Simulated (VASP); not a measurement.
# ZrO (P4_2/mmc) in VASP: further runs

ZrO is run at these levels: PBE; tasks: single point, relaxation of cell and atoms.

Everything below comes from runs of VASP 6.6.1. Logs are shortened: lines on timing, memory, paths and dates and some standing lists are left out, and cuts for length are marked.

## 1. The cell of the first run

The structure is tetragonal, space group P4_2/mmc (No. 131). Conventional cell: a = 3.664 Å, b = 3.664 Å, c = 5.182 Å, α = 90.00°, β = 90.00°, γ = 90.00°. Within 3.0 Å of Zr (site symmetry -4m2) lie 4 O at 2.24 Å and 2 Zr at 2.59 Å. O (site symmetry mmm) has 4 Zr at 2.24 Å within 3.0 Å.

## 2. Single point, PBE (atoms taken out)

File INCAR:

```
SYSTEM = ZrO
PREC     = Accurate       ! precision mode
ENCUT    = 520            ! plane-wave cutoff, eV
EDIFF    = 1E-7           ! SCF threshold, eV
ISMEAR   = 0              ! smearing method
SIGMA    = 0.1            ! smearing width, eV
LREAL    = .False.        ! projectors in reciprocal space
LASPH    = .True.         ! aspherical terms in the spheres
NELM     = 60             ! most SCF steps
ALGO     = Normal         ! electronic algorithm
ISIF     = 2              ! what is computed and relaxed
LWAVE    = .False.        ! write WAVECAR
LCHARG   = .False.        ! write CHGCAR
GGA      = PE             ! functional
NBANDS   = 26             ! bands
```

File KPOINTS:

```
regular mesh
0
Gamma
  6 6 4
  0 0 0
```

File POSCAR:

```
ZrO
1.0
    3.6644366600      0.0000000000      0.0000000000
    0.0000000000      3.6644366600      0.0000000000
    0.0000000000      0.0000000000      5.1822960200
Zr O
2 2
Direct
    0.5000000000      0.5000000000      0.2500000000
    0.5000000000      0.5000000000      0.7500000000
    0.0000000000      0.5000000000      0.0000000000
    0.5000000000      0.0000000000      0.5000000000
```

Potentials or basis: VASP PAW PBE potentials, release 64 (Zr_sv, O).

Started as:

```
$ cat potpaw_PBE.64/Zr_sv/POTCAR potpaw_PBE.64/O/POTCAR > POTCAR
$ mpirun -np 1 vasp_std > vasp.out
```

OUTCAR:

```text
SYSTEM = ZrO
   PREC = Accurate
   ENCUT = 520
   EDIFF = 1E-7
   ISMEAR = 0
   LREAL = .False.
   LASPH = .True.
   NELM = 60
   ISIF = 2
   GGA = PE

 ion  position               nearest neighbor table
   1  0.500  0.500  0.250-   3 2.24   4 2.24   4 2.24   3 2.24   2 2.59   2 2.59
   2  0.500  0.500  0.750-   3 2.24   4 2.24   4 2.24   3 2.24   1 2.59   1 2.59
   3  0.000  0.500  0.000-   1 2.24   2 2.24   1 2.24   2 2.24
   4  0.500  0.000  0.500-   1 2.24   2 2.24   1 2.24   2 2.24

  LATTYP: Found a simple tetragonal cell.
 ALAT       =     3.6644366600
 C/A-ratio  =     1.4142135615

  Lattice vectors:

 A1 = (   3.6644366600,   0.0000000000,   0.0000000000)
 A2 = (   0.0000000000,   3.6644366600,   0.0000000000)
 A3 = (   0.0000000000,   0.0000000000,   5.1822960200)

Analysis of symmetry for initial positions (statically):
=====================================================================
 Subroutine PRICEL returns:
 Original cell was already a primitive cell.

 Routine SETGRP: Setting up the symmetry group for a
 simple tetragonal supercell.

 Subroutine GETGRP returns: Found 16 space group operations
 (whereof  8 operations were pure point group operations)
 out of a pool of 16 trial point group operations.

The static configuration has the point symmetry D_2h.
 The point group associated with its full space group is D_4h.

Analysis of symmetry for dynamics (positions and initial velocities):
=====================================================================
 Subroutine PRICEL returns:
 Original cell was already a primitive cell.

 Routine SETGRP: Setting up the symmetry group for a
 simple tetragonal supercell.

 Subroutine GETGRP returns: Found 16 space group operations
 (whereof  8 operations were pure point group operations)
 out of a pool of 16 trial point group operations.

The dynamic configuration has the point symmetry D_2h.
 The point group associated with its full space group is D_4h.

 Subroutine INISYM returns: Found 16 space group operations
 (whereof  8 operations are pure point group operations),
 and found     1 'primitive' translations

----------------------------------------------------------------------------------------

                                     Primitive cell

  volume of cell :      69.5884

  direct lattice vectors                    reciprocal lattice vectors
     3.664436660  0.000000000  0.000000000     0.272893242  0.000000000  0.000000000
     0.000000000  3.664436660  0.000000000     0.000000000  0.272893242  0.000000000
     0.000000000  0.000000000  5.182296020     0.000000000  0.000000000  0.192964662

  length of vectors
     3.664436660  3.664436660  5.182296020     0.272893242  0.272893242  0.192964662

  position of ions in fractional coordinates (direct lattice)
     0.500000000  0.500000000  0.250000000
     0.500000000  0.500000000  0.750000000
     0.000000000  0.500000000  0.000000000
     0.500000000  0.000000000  0.500000000

  ion indices of the primitive-cell ions
   primitive index   ion index
                 1           1
                 2           2
                 3           3
                 4           4

----------------------------------------------------------------------------------------

 KPOINTS: regular mesh

Automatic generation of k-mesh.
 Grid dimensions read from file:
 generate k-points for:    6    6    4

 Generating k-lattice:

  Cartesian coordinates                     Fractional coordinates (reciprocal lattice)
     0.045482207  0.000000000  0.000000000     0.166666667  0.000000000  0.000000000
     0.000000000  0.045482207  0.000000000     0.000000000  0.166666667  0.000000000
     0.000000000  0.000000000  0.048241166     0.000000000  0.000000000  0.250000000

  Length of vectors
     0.045482207  0.045482207  0.048241166

  Shift w.r.t. Gamma in fractional coordinates (k-lattice)
     0.000000000  0.000000000  0.000000000

 Subroutine IBZKPT returns following result:
 ===========================================

 Found     30 irreducible k-points:

 Following reciprocal coordinates:
            Coordinates               Weight
  0.000000  0.000000  0.000000      1.000000
  0.166667  0.000000  0.000000      4.000000
  0.333333  0.000000  0.000000      4.000000
  0.500000  0.000000  0.000000      2.000000
  0.166667  0.166667  0.000000      4.000000
  0.333333  0.166667  0.000000      8.000000
[... 16 lines left out ...]
  0.333333  0.000000  0.500000      4.000000
  0.500000  0.000000  0.500000      2.000000
 [... further k-points ...]
   k-points           NKPTS =     30   k-points in BZ     NKDIM =     30   number of bands    NBANDS=     26
   number of dos      NEDOS =    301   number of ions     NIONS =      4
   total plane-waves  NPLWV =  31360
   dimension x,y,z NGX =    28 NGY =   28 NGZ =   40
   dimension x,y,z NGXF=    56 NGYF=   56 NGZF=   80
   ions per type =               2   2
   NGX,Y,Z   is equivalent  to a cutoff of  12.70, 12.70, 12.83 a.u.
   NGXF,Y,Z  is equivalent  to a cutoff of  25.41, 25.41, 25.66 a.u.
 SYSTEM =  ZrO
   PREC   = accura    normal or accurate (medium, high low for compatibility)
   ISTART =      0    job   : 0-new  1-cont  2-samecut
   ICHARG =      2    charge: 1-file 2-atom 10-const
   ISPIN  =      1    spin polarized calculation?
   LNONCOLLINEAR =      F non collinear calculations
   LSORBIT =      F    spin-orbit coupling
   LASPH  =      T    aspherical Exc in radial PAW
   ENCUT  =  520.0 eV  38.22 Ry    6.18 a.u.   6.81  6.81  9.64*2*pi/ulx,y,z
   NELM   =     60;   NELMIN=  2; NELMDL= -5     # of ELM steps
   EDIFF  = 0.1E-06   stopping-criterion for ELM
   LREAL  =      F    real-space projection
   EDIFFG = 0.1E-05   stopping-criterion for IOM
   NSW    =      0    number of steps for IOM
   IBRION =     -1    ionic relax: 0-MD 1-quasi-New 2-CG
   NFREE  =      0    steps in history (QN), initial steepest desc. (CG)
   ISIF   =      2    stress and relaxation
   ISYM   =      2    0-nonsym 1-usesym 2-fastsym
   POTIM  = 0.5000    time-step for ionic-motion
   TEBEG  =    0.0;   TEEND  =   0.0 temperature during run
   PSTRESS=    0.0 pullay stress
   NELECT =      36.0000    total number of electrons
   NUPDOWN=      -1.0000    fix difference up-down
   EMIN   =  10.00;   EMAX   =-10.00  energy-range for DOS
   EFERMI =   0.00;   METHOD = LEGACY
   ISMEAR =     0;   SIGMA  =   0.10  broadening in eV -4-tet -1-fermi 0-gaus
   EFERMI_NEDOS =   21; number of points for ismear=-14 and -15
   IALGO  =     38    algorithm
   IMIX   =      4    mixing-type and parameters
     AMIX     =   0.40;   BMIX     =  1.00
     AMIX_MAG =   1.60;   BMIX_MAG =  1.00
  volume/ion in A,a.u.               =      17.40       117.40
  Fermi-wavevector in a.u.,A,eV,Ry     =   1.314206  2.483489 23.499131  1.727137
  Thomas-Fermi vector in A             =   2.444475
   LORBIT       =      0    0 simple, 1 ext, 2 COOP (PROOUT), +10 PAW based schemes
   GGA     = PE    functional components
   LHFCALC =     F    Hartree Fock is set to
   AEXX    =    0.0000 exact exchange contribution
   IVDW    =     0    specifies the selected vdW correction
   LEPSILON=     F    determine dielectric tensor
   LRPA    =     F    only Hartree local field effects (RPA)
 non-spin polarized calculation
 Gauss-broadening in eV      SIGMA  =   0.10
  energy-cutoff  :      520.00
  volume of cell :       69.59
 maximum number of plane-waves:      1920
 NGX is ok and might be reduce to    28
   NGX = 13   NGY = 13   NGZ = 19

 number of electron      36.0000005 magnetization

 Free energy of the ion-electron system (eV)
  ---------------------------------------------------
  ext. energy  EPLUGINS =         0.00000000
  ---------------------------------------------------
  free energy    TOTEN  =       -33.73285243 eV

  energy without entropy =      -33.71838260  energy(sigma->0) =      -33.72561751

 E-fermi :   7.1358     XC(G=0): -10.1800

 val. band max:        7.1217257543   @ k =   0.3333   0.0000   0.2500
 cond. band min:       7.2108962441   @ k =   0.1667   0.0000   0.2500
 fundamental gap:      0.0891704898
 Fermi energy:         7.1358083530

 k-point     1 :       0.0000    0.0000    0.0000
  band No.  band energies     occupation
      1     -42.6459      2.00000
      2     -42.1896      2.00000
      3     -22.0324      2.00000
      4     -20.6925      2.00000
      5     -20.6925      2.00000
      6     -20.2689      2.00000
[... 18 lines left out ...]
     25      11.2935      0.00000
     26      11.8531      0.00000

 k-point     2 :       0.1667    0.0000    0.0000
  band No.  band energies     occupation
      1     -42.6429      2.00000
      2     -42.1873      2.00000
      3     -22.0139      2.00000
      4     -20.7793      2.00000
      5     -20.6887      2.00000
      6     -20.3098      2.00000
[... 18 lines left out ...]
     25      11.3466      0.00000
     26      11.8667      0.00000

 k-point     3 :       0.3333    0.0000    0.0000
  band No.  band energies     occupation
      1     -42.6369      2.00000
      2     -42.1827      2.00000
      3     -21.9736      2.00000
      4     -20.9501      2.00000
      5     -20.6811      2.00000
      6     -20.3906      2.00000
[... 18 lines left out ...]
     25      11.4660      0.00000
     26      11.8939      0.00000

 k-point     4 :       0.5000    0.0000    0.0000
  band No.  band energies     occupation
      1     -42.6339      2.00000
      2     -42.1804      2.00000
      3     -21.9511      2.00000
      4     -21.0350      2.00000
      5     -20.6773      2.00000
      6     -20.4303      2.00000
[... 18 lines left out ...]
     25      11.5069      0.00000
     26      11.9091      0.00000
[... 496 lines left out ...]
      1     -42.4217      2.00000
      2     -42.4212      2.00000
      3     -20.7034      2.00000
      4     -20.6809      2.00000
      5     -20.5615      2.00000
      6     -20.5140      2.00000
[... 18 lines left out ...]
     25      10.4882      0.00000
     26      10.6684      0.00000

 k-point    23 :       0.3333    0.0000    0.5000
  band No.  band energies     occupation
      1     -42.4168      2.00000
      2     -42.4154      2.00000
      3     -20.7962      2.00000
      4     -20.6700      2.00000
      5     -20.5875      2.00000
      6     -20.5872      2.00000
[... 18 lines left out ...]
     25      10.4993      0.00000
     26      11.2857      0.00000

 k-point    24 :       0.5000    0.0000    0.5000
  band No.  band energies     occupation
      1     -42.4143      2.00000
      2     -42.4125      2.00000
      3     -20.8566      2.00000
      4     -20.6646      2.00000
      5     -20.6307      2.00000
      6     -20.5843      2.00000
[... 18 lines left out ...]
     25       9.8698      0.00000
     26      10.9455      0.00000

 [... further k-points ...]

------------------------ aborting loop because EDIFF is reached ----------------------------------------

  FORCE on cell =-STRESS in cart. coord.  units (eV):
  Direction    XX          YY          ZZ          XY          YZ          ZX
  --------------------------------------------------------------------------------------
  -------------------------------------------------------------------------------------
  Total       -4.1007499     -4.1007499      4.7290964     -0.0000000      0.0000000      0.0000000
  in kB      -94.4141759    -94.4141759    108.8809989     -0.0000000      0.0000000      0.0000000
  external PRESSURE =     -26.6491176 kB  Pullay stress =       0.0000000 kB

 VOLUME and BASIS-vectors are now :
 -----------------------------------------------------------------------------
  energy-cutoff  :      520.00
  volume of cell :       69.59
      direct lattice vectors                 reciprocal lattice vectors
     3.664436660  0.000000000  0.000000000     0.272893242  0.000000000  0.000000000
     0.000000000  3.664436660  0.000000000     0.000000000  0.272893242  0.000000000
     0.000000000  0.000000000  5.182296020     0.000000000  0.000000000  0.192964662

 POSITION                                       TOTAL-FORCE (eV/Angst)
 -----------------------------------------------------------------------------------
      1.83222      1.83222      1.29557        -0.000000      0.000000     -0.000000
      1.83222      1.83222      3.88672         0.000000     -0.000000     -0.000000
      0.00000      1.83222      0.00000         0.000000      0.000000      0.000000
      1.83222      0.00000      2.59115         0.000000      0.000000      0.000000
 -----------------------------------------------------------------------------------
    total drift:                                0.000000      0.000000      0.000000

  FREE ENERGIE OF THE ION-ELECTRON SYSTEM (eV)
  ---------------------------------------------------
  free  energy   TOTEN  =       -33.7328524310 eV

  energy  without entropy=      -33.7183825959  energy(sigma->0) =      -33.72561751
```

It took 79 s on 1 thread of Intel Xeon 8259CL, shared host; peak memory 0.19 GiB.

Results:

```
Free energy            : -33.7329 eV
Pressure               : -2.7 GPa
Band gap on the k mesh : zero (bands 18 and 19 overlap by 1.45 eV)
```

Caveat: the cell differs from its parent crystal (atoms taken out); the stress differs along the axes, from -9 to 11 GPa.

[end of part 1 of 2]

The gap in the log of VASP goes by the Fermi energy; the results here count the filled bands.